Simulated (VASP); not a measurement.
# In2O3 (R-3c) in VASP: relaxation of the atoms with LDA

Aim: the relaxation of the atoms of In2O3 with LDA.

All numbers are computed with VASP 6.6.1; they aren't measurements. Logs are shortened: lines on timing, memory, paths and dates and some standing lists are left out, and cuts for length are marked.

## 1. The cell of the first run

The structure is trigonal, space group R-3c (No. 167). The conventional cell has a = 5.251 Å, b = 5.251 Å, c = 12.940 Å, α = 90.00°, β = 90.00°, γ = 120.00°. In (site symmetry 3) has 6 O at 1.99 to 2.12 Å within 2.6 Å. Within 2.7 Å of O (site symmetry 2) lie 4 In at 1.99 to 2.12 Å and 4 O at 2.65 to 2.67 Å.

## 2. Relaxation of the atoms, LDA

File INCAR:

```
SYSTEM = In2O3
  PREC = Accurate
  ENCUT = 520
  EDIFF = 1E-7
  ISMEAR = 0
  SIGMA = 0.01
  LREAL = .False.
  LASPH = .True.
  NELM = 120
  ALGO = Normal
  ISIF = 2
  LWAVE = .False.
  LCHARG = .False.
  GGA = CA
  IBRION = 2
  NSW = 80
  EDIFFG = -0.01
  GGA_COMPAT = .False.
  NELMIN = 4
```

File KPOINTS:

```
regular mesh
0
Gamma
  5 5 5
  0 0 0
```

File POSCAR:

```
In2O3
1.0
    2.6254846000      1.5158242500      4.3132592300
   -2.6254846000      1.5158242500      4.3132592300
    0.0000000000     -3.0316484900      4.3132592300
In O
4 6
Direct
    0.3640403000      0.3640403000      0.3640403000
    0.1359597000      0.1359597000      0.1359597000
    0.6359597000      0.6359597000      0.6359597000
    0.8640403000      0.8640403000      0.8640403000
    0.5411512000      0.9588487000      0.2500000000
    0.2500000000      0.5411513000      0.9588487000
    0.9588488000      0.2500000000      0.5411511000
    0.4588488000      0.0411512000      0.7500000000
    0.7500000000      0.4588487000      0.0411513000
    0.0411511000      0.7500000000      0.4588489000
```

Potentials or basis: VASP PAW LDA potentials, release 64 (In_d, O).

The run is started by

```console
$ cat potpaw_LDA.64/In_d/POTCAR potpaw_LDA.64/O/POTCAR > POTCAR
$ mpirun -np 1 vasp_std > vasp.out
```

OUTCAR:

```text
SYSTEM = In2O3
   PREC = Accurate
   ENCUT = 520
   EDIFF = 1E-7
   ISMEAR = 0
   LREAL = .False.
   LASPH = .True.
   NELM = 120
   ISIF = 2
   GGA = CA
   IBRION = 2
   NSW = 80
   EDIFFG = -0.01
   NELMIN = 4

 ion  position               nearest neighbor table
   1  0.364  0.364  0.364-   9 1.99   8 1.99  10 1.99   7 2.12   6 2.12   5 2.12   2 2.95   3 3.13
                             3 3.13   3 3.13   2 3.32   2 3.32   2 3.32   3 3.52   4 3.72   4 3.72
   2  0.136  0.136  0.136-   9 1.99   8 1.99  10 1.99   7 2.12   5 2.12   6 2.12   1 2.95   4 3.13
                             4 3.13   4 3.13   1 3.32   1 3.32   1 3.32   4 3.52   3 3.72   3 3.72
   3  0.636  0.636  0.636-   6 1.99   5 1.99   7 1.99  10 2.12   8 2.12   9 2.12   4 2.95   1 3.13
                             1 3.13   1 3.13   4 3.32   4 3.32   4 3.32   1 3.52   2 3.72   2 3.72
   4  0.864  0.864  0.864-   6 1.99   5 1.99   7 1.99  10 2.12   8 2.12   9 2.12   3 2.95   2 3.13
                             2 3.13   2 3.13   3 3.32   3 3.32   3 3.32   2 3.52   1 3.72   1 3.72
   5  0.541  0.959  0.250-   4 1.99   3 1.99   2 2.12   1 2.12
   6  0.250  0.541  0.959-   4 1.99   3 1.99   1 2.12   2 2.12
   7  0.959  0.250  0.541-   4 1.99   3 1.99   2 2.12   1 2.12
   8  0.459  0.041  0.750-   1 1.99   2 1.99   3 2.12   4 2.12
   9  0.750  0.459  0.041-   2 1.99   1 1.99   3 2.12   4 2.12
  10  0.041  0.750  0.459-   1 1.99   2 1.99   4 2.12   3 2.12

  LATTYP: Found a trigonal (rhomboedric) cell.
 ALAT       =     5.2721056255
 COS(alpha) =     0.5040010659

  Lattice vectors:

 A1 = (   2.6254846000,   1.5158242500,   4.3132592300)
 A2 = (  -2.6254846000,   1.5158242500,   4.3132592300)
 A3 = (   0.0000000000,  -3.0316484900,   4.3132592300)

Analysis of symmetry for initial positions (statically):
=====================================================================
 Subroutine PRICEL returns:
 Original cell was already a primitive cell.

 Routine SETGRP: Setting up the symmetry group for a
 trigonal (rhombohedral) supercell.

 Subroutine GETGRP returns: Found 12 space group operations
 (whereof  6 operations were pure point group operations)
 out of a pool of 12 trial point group operations.

The static configuration has the point symmetry S_6 .
 The point group associated with its full space group is D_3d.

Analysis of symmetry for dynamics (positions and initial velocities):
=====================================================================
 Subroutine PRICEL returns:
 Original cell was already a primitive cell.

 Routine SETGRP: Setting up the symmetry group for a
 trigonal (rhombohedral) supercell.

 Subroutine GETGRP returns: Found 12 space group operations
 (whereof  6 operations were pure point group operations)
 out of a pool of 12 trial point group operations.

The dynamic configuration has the point symmetry S_6 .
 The point group associated with its full space group is D_3d.

 Subroutine INISYM returns: Found 12 space group operations
 (whereof  6 operations are pure point group operations),
 and found     1 'primitive' translations

----------------------------------------------------------------------------------------

                                     Primitive cell

  volume of cell :     102.9948

  direct lattice vectors                    reciprocal lattice vectors
     2.625484600  1.515824250  4.313259230     0.190441033  0.109951181  0.077281080
    -2.625484600  1.515824250  4.313259230    -0.190441033  0.109951181  0.077281080
     0.000000000 -3.031648490  4.313259230     0.000000000 -0.219902363  0.077281081

  length of vectors
     5.272105626  5.272105626  5.272105628     0.233086711  0.233086711  0.233086710

  position of ions in fractional coordinates (direct lattice)
     0.364040300  0.364040300  0.364040300
     0.135959700  0.135959700  0.135959700
     0.635959700  0.635959700  0.635959700
     0.864040300  0.864040300  0.864040300
     0.541151200  0.958848700  0.250000000
     0.250000000  0.541151300  0.958848700
     0.958848800  0.250000000  0.541151100
     0.458848800  0.041151200  0.750000000
     0.750000000  0.458848700  0.041151300
     0.041151100  0.750000000  0.458848900

  ion indices of the primitive-cell ions
   primitive index   ion index
                 1           1
                 2           2
                 3           3
                 4           4
                 5           5
                 6           6
                 7           7
                 8           8
                 9           9
                10          10

----------------------------------------------------------------------------------------

 KPOINTS: regular mesh

Automatic generation of k-mesh.
 Grid dimensions read from file:
 generate k-points for:    5    5    5

 Generating k-lattice:

  Cartesian coordinates                     Fractional coordinates (reciprocal lattice)
     0.038088207  0.021990236  0.015456216     0.200000000  0.000000000  0.000000000
    -0.038088207  0.021990236  0.015456216     0.000000000  0.200000000  0.000000000
     0.000000000 -0.043980473  0.015456216     0.000000000  0.000000000  0.200000000

  Length of vectors
     0.046617342  0.046617342  0.046617342

  Shift w.r.t. Gamma in fractional coordinates (k-lattice)
     0.000000000  0.000000000  0.000000000

 Subroutine IBZKPT returns following result:
 ===========================================

 Found     19 irreducible k-points:

 Following reciprocal coordinates:
            Coordinates               Weight
  0.000000  0.000000  0.000000      1.000000
  0.200000 -0.000000 -0.000000      6.000000
  0.400000 -0.000000 -0.000000      6.000000
  0.200000  0.200000 -0.000000      6.000000
  0.400000  0.200000  0.000000     12.000000
 -0.400000  0.200000  0.000000     12.000000
[... 11 lines left out ...]
  0.400000  0.400000  0.400000      2.000000
 -0.400000  0.400000  0.400000      6.000000
   k-points           NKPTS =     19   k-points in BZ     NKDIM =     19   number of bands    NBANDS=     52
   number of dos      NEDOS =    301   number of ions     NIONS =     10
   total plane-waves  NPLWV =  64000
   dimension x,y,z NGX =    40 NGY =   40 NGZ =   40
   dimension x,y,z NGXF=    80 NGYF=   80 NGZF=   80
   ions per type =               4   6
   NGX,Y,Z   is equivalent  to a cutoff of  12.61, 12.61, 12.61 a.u.
   NGXF,Y,Z  is equivalent  to a cutoff of  25.23, 25.23, 25.23 a.u.
 SYSTEM =  In2O3
   PREC   = accura    normal or accurate (medium, high low for compatibility)
   ISTART =      0    job   : 0-new  1-cont  2-samecut
   ICHARG =      2    charge: 1-file 2-atom 10-const
   ISPIN  =      1    spin polarized calculation?
   LNONCOLLINEAR =      F non collinear calculations
   LSORBIT =      F    spin-orbit coupling
   LASPH  =      T    aspherical Exc in radial PAW
   ENCUT  =  520.0 eV  38.22 Ry    6.18 a.u.   9.80  9.80  9.80*2*pi/ulx,y,z
   NELM   =    120;   NELMIN=  4; NELMDL= -5     # of ELM steps
   EDIFF  = 0.1E-06   stopping-criterion for ELM
   LREAL  =      F    real-space projection
   EDIFFG = -.1E-01   stopping-criterion for IOM
   NSW    =     80    number of steps for IOM
   IBRION =      2    ionic relax: 0-MD 1-quasi-New 2-CG
   NFREE  =      1    steps in history (QN), initial steepest desc. (CG)
   ISIF   =      2    stress and relaxation
   ISYM   =      2    0-nonsym 1-usesym 2-fastsym
   POTIM  = 0.5000    time-step for ionic-motion
   TEBEG  =    0.0;   TEEND  =   0.0 temperature during run
   PSTRESS=    0.0 pullay stress
   NELECT =      88.0000    total number of electrons
   NUPDOWN=      -1.0000    fix difference up-down
   EMIN   =  10.00;   EMAX   =-10.00  energy-range for DOS
   EFERMI =   0.00;   METHOD = LEGACY
   ISMEAR =     0;   SIGMA  =   0.01  broadening in eV -4-tet -1-fermi 0-gaus
   EFERMI_NEDOS =   21; number of points for ismear=-14 and -15
   IALGO  =     38    algorithm
   IMIX   =      4    mixing-type and parameters
     AMIX     =   0.40;   BMIX     =  1.00
     AMIX_MAG =   1.60;   BMIX_MAG =  1.00
  volume/ion in A,a.u.               =      10.30        69.50
  Fermi-wavevector in a.u.,A,eV,Ry     =   1.553450  2.935595 32.833683  2.413208
  Thomas-Fermi vector in A             =   2.657679
   LORBIT       =      0    0 simple, 1 ext, 2 COOP (PROOUT), +10 PAW based schemes
   GGA     = CA    functional components
   LHFCALC =     F    Hartree Fock is set to
   AEXX    =    0.0000 exact exchange contribution
   IVDW    =     0    specifies the selected vdW correction
   LEPSILON=     F    determine dielectric tensor
   LRPA    =     F    only Hartree local field effects (RPA)
 conjugate gradient relaxation of ions
 non-spin polarized calculation
 Gauss-broadening in eV      SIGMA  =   0.01
  energy-cutoff  :      520.00
  volume of cell :      102.99
 maximum number of plane-waves:      2785
   NGX = 19   NGY = 19   NGZ = 19

--------------------------------------- Ionic step        1  -------------------------------------------

 number of electron      88.0000016 magnetization

 Free energy of the ion-electron system (eV)
  ---------------------------------------------------
  ext. energy  EPLUGINS =         0.00000000
  ---------------------------------------------------
  free energy    TOTEN  =       -60.94695754 eV

  energy without entropy =      -60.94695754  energy(sigma->0) =      -60.94695754

------------------------ aborting loop because EDIFF is reached ----------------------------------------

  FORCE on cell =-STRESS in cart. coord.  units (eV):
  Direction    XX          YY          ZZ          XY          YZ          ZX
  --------------------------------------------------------------------------------------
  -------------------------------------------------------------------------------------
  Total       31.9800016     31.9800019     29.5671822      0.0000000      0.0000000      0.0000000
  in kB      497.4780555    497.4780595    459.9444515      0.0000000      0.0000004      0.0000000
  external PRESSURE =     484.9668555 kB  Pullay stress =       0.0000000 kB

 VOLUME and BASIS-vectors are now :
 -----------------------------------------------------------------------------
  energy-cutoff  :      520.00
  volume of cell :      102.99
      direct lattice vectors                 reciprocal lattice vectors
     2.625484600  1.515824250  4.313259230     0.190441033  0.109951181  0.077281080
    -2.625484600  1.515824250  4.313259230    -0.190441033  0.109951181  0.077281080
     0.000000000 -3.031648490  4.313259230     0.000000000 -0.219902363  0.077281081
[... 90 lines left out ...]
 -----------------------------------------------------------------------------------
      0.00000      0.00000      4.72900         0.000000     -0.000000     -0.063862
      0.00000      0.00000      1.74089         0.000000      0.000000      0.063862
      0.00000      0.00000      8.21078         0.000000      0.000000      0.063862
      0.00000      0.00000     11.19889         0.000000     -0.000000     -0.063862
     -1.10135      1.51582      7.54820        -0.173619     -0.000000     -0.000000
     -0.76207     -1.71171      7.54820         0.086810     -0.150359      0.000000
      1.86342      0.19588      7.54820         0.086810      0.150359      0.000000
      1.10135     -1.51582      5.39157         0.173619     -0.000000     -0.000000
      0.76207      1.71171      5.39157        -0.086810      0.150359      0.000000
     -1.86342     -0.19588      5.39157        -0.086810     -0.150359      0.000000
 -----------------------------------------------------------------------------------
    total drift:                                0.000066      0.000353      0.001028

  FREE ENERGIE OF THE ION-ELECTRON SYSTEM (eV)
  ---------------------------------------------------
  free  energy   TOTEN  =       -60.9573619363 eV

  energy  without entropy=      -60.9573619363  energy(sigma->0) =      -60.95736194

--------------------------------------- Ionic step        4  -------------------------------------------

 number of electron      87.9999993 magnetization

 Free energy of the ion-electron system (eV)
  ---------------------------------------------------
  ext. energy  EPLUGINS =         0.00000000
  ---------------------------------------------------
  free energy    TOTEN  =       -60.96178338 eV

  energy without entropy =      -60.96178338  energy(sigma->0) =      -60.96178338

 E-fermi :   8.3117     XC(G=0): -12.9102

 val. band max:        8.2437070795   @ k =   0.0000   0.0000   0.0000
 cond. band min:      10.4122646711   @ k =   0.0000   0.0000   0.0000
 fundamental gap:      2.1685575916
 Fermi energy:         8.3117172147

 k-point     1 :       0.0000    0.0000    0.0000
  band No.  band energies     occupation
      1     -10.8445      2.00000
      2      -9.3556      2.00000
      3      -9.3556      2.00000
      4      -9.1170      2.00000
      5      -9.1170      2.00000
      6      -8.8947      2.00000
[... 1056 lines left out ...]
 POSITION                                       TOTAL-FORCE (eV/Angst)
 -----------------------------------------------------------------------------------
      0.00000      0.00000      4.73403         0.000000      0.000000      0.005949
      0.00000      0.00000      1.73586         0.000000     -0.000000     -0.005949
      0.00000      0.00000      8.20574         0.000000     -0.000000     -0.005949
      0.00000      0.00000     11.20392         0.000000      0.000000      0.005949
     -1.11147      1.51582      7.54820         0.009293      0.000000     -0.000000
     -0.75701     -1.72047      7.54820        -0.004647      0.008048     -0.000000
      1.86848      0.20465      7.54820        -0.004647     -0.008048     -0.000000
      1.11147     -1.51582      5.39157        -0.009293      0.000000      0.000000
      0.75701      1.72047      5.39157         0.004647     -0.008048     -0.000000
     -1.86848     -0.20465      5.39157         0.004647      0.008048     -0.000000
 -----------------------------------------------------------------------------------
    total drift:                                0.000066      0.000353      0.001026

  FREE ENERGIE OF THE ION-ELECTRON SYSTEM (eV)
  ---------------------------------------------------
  free  energy   TOTEN  =       -60.9617833847 eV

  energy  without entropy=      -60.9617833847  energy(sigma->0) =      -60.96178338

 reached required accuracy - stopping structural energy minimisation
```

Run time: 9.6 min. Hardware: 1 thread of Intel Xeon 8259CL, shared host; peak memory 0.24 GiB.

What came out:

* Free energy: -60.9618 eV
* Energy gained by relaxing: 1.5 meV/atom
* Ionic steps: 4
* Pressure after relaxing: 47.5 GPa
* Largest force after relaxing: 0.009 eV/Å
* Band gap on the k mesh: 2.17 eV

Forces on the atoms (eV/Å):
```
In   0.000  0.000  0.006
In   0.000  0.000 -0.006
In   0.000  0.000 -0.006
In   0.000  0.000  0.006
O    0.009  0.000  0.000
O   -0.005  0.008  0.000
O   -0.005 -0.008  0.000
O   -0.009  0.000  0.000
O    0.005 -0.008  0.000
O    0.005  0.008  0.000
```

The path:
```tsv
step	energy change (eV)	largest force (eV/Å)	pressure (GPa)
1	0.0000	0.2574	48.50
2	-0.0093	0.1396	48.05
3	-0.0104	0.1736	47.84
4	-0.0148	0.0093	47.50
```

Final structure:
```
In O
1.0
     2.62548    1.51582    4.31326
    -2.62548    1.51582    4.31326
     0.00000   -3.03165    4.31326
In O
4 6
Cartesian
  0.0000 0.0000 4.7340
  0.0000 0.0000 1.7359
  0.0000 0.0000 8.2057
  0.0000 0.0000 11.2039
  -1.1115 1.5158 7.5482
  -0.7570 -1.7205 7.5482
  1.8685 0.2046 7.5482
  1.1115 -1.5158 5.3916
  0.7570 1.7205 5.3916
  -1.8685 -0.2046 5.3916
```

Caveat: spin-orbit coupling is left out, which moves the levels of the heavy elements.
